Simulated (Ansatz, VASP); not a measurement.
## In in VASP and in Ansatz

Contents of INCAR:

```
SYSTEM = In
PREC     = Accurate       ! precision mode
ENCUT    = 520            ! plane-wave cutoff, eV
EDIFF    = 1E-7           ! SCF threshold, eV
ISMEAR   = -1             ! smearing method
SIGMA    = 0.01           ! smearing width, eV
LREAL    = .FALSE.        ! projectors in reciprocal space
LASPH    = .TRUE.         ! aspherical terms in the spheres
NELM     = 150            ! most SCF steps
ALGO     = Normal         ! electronic algorithm
ISIF     = 2              ! what is computed and relaxed
LWAVE    = .FALSE.        ! write WAVECAR
LCHARG   = .FALSE.        ! write CHGCAR
ISPIN    = 2              ! spin polarisation
MAGMOM   = 1              ! initial moments
LORBIT   = 11             ! projections on sites
GGA      = B5             ! functional
ALDAX    = 1.0          
AGGAX    = 1.0          
AGGAC    = 1.0          
ALDAC    = 0.0          
NBANDS   = 16             ! bands
ISYM     = 0
```

Contents of KPOINTS:

```
regular mesh
0
G
  1 1 1
  0 0 0
```

Contents of POSCAR:

```
In
1.0
   14.0000000000      0.0000000000      0.0000000000
    0.0000000000     14.4000000000      0.0000000000
    0.0000000000      0.0000000000     14.8000000000
In
1
Direct
    0.5000000000      0.5000000000      0.5000000000
```

Input for Ansatz:

```yaml
crystal:
  lattice:
    - [14.0, 0.0, 0.0]
    - [0.0, 14.4, 0.0]
    - [0.0, 0.0, 14.8]
  atoms:
    - { symbol: In, position: [0.5, 0.5, 0.5], spin: 1.0 }
  symmetry: { detect: false, time_reversal: true }
hamiltonian:
  xc: blyp
  pseudopotentials:
    kind: paw
    azcp:
      In: "pseudopotentials/In.paw.azcp"
basis:
  ecutwfc: 420
  fft_grid_basis: typed
kpoints:
  mp_grid: { grid: [1, 1, 1], shift: [0, 0, 0] }
magnetization:
  spin_polarized: true
scf:
  occupations: { method: fermi_dirac, width: 0.01 }
```

Alike in both runs: task single point; functional BLYP; k mesh 1 × 1 × 1; occupations fermi-dirac, width 0.01 eV; collinear spin.

|  | VASP | Ansatz |
| --- | --- | --- |
| version | VASP 6.6.1 | Ansatz 0.2.0 |
| potentials or method | VASP PAW PBE potentials, release 64 (In_d), cutoff 520 eV | plane waves (420 eV) with PAW, scalar-relativistic |
| valence electrons in the cell | 13 | 13 |

|  | VASP | Ansatz | Ansatz less VASP |
| --- | --- | --- | --- |
| net moment per atom (μB) | 1.00 | 1.00 | 0.000 |
| size of the moment on the site where the two differ most (μB) | 0.26 | 1.00 | +0.744 |

VASP's potentials were made for PBE, not for BLYP. Site moments also hang on the region over which each program counts them. Ansatz's warnings: lower state not reached, negative dielectric reading, stability check not made.
